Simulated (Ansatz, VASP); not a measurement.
BiB in VASP and in Ansatz

```xyz
2
Lattice="0.0000 2.6268 2.6268 2.6268 0.0000 2.6268 2.6268 2.6268 0.0000" Properties=species:S:1:pos:R:3 pbc="T T T"
B     0.0000    0.0000    0.0000
Bi    2.6268    2.6268    2.6268
```

Alike in both runs: task single point; functional PBEsol; dispersion D4; k mesh 6 × 6 × 6; occupations fermi-dirac, width 0.02 eV; no spin polarisation.

|  | VASP | Ansatz |
| --- | --- | --- |
| version | VASP 6.6.1 | Ansatz 0.2.0 |
| potentials or method | VASP PAW PBE potentials, release 64 (B, Bi_d) | plane waves |
| plane-wave cutoff (eV) | 500 | 420 |
| valence electrons in the cell | 18 | 18 |

|  | VASP | Ansatz | Ansatz less VASP |
| --- | --- | --- | --- |
| pressure (GPa) | -4.3 | -4.3 | +0.02 |

VASP's potentials were made for PBE, not for PBEsol.

Neither program's run includes spin-orbit coupling.
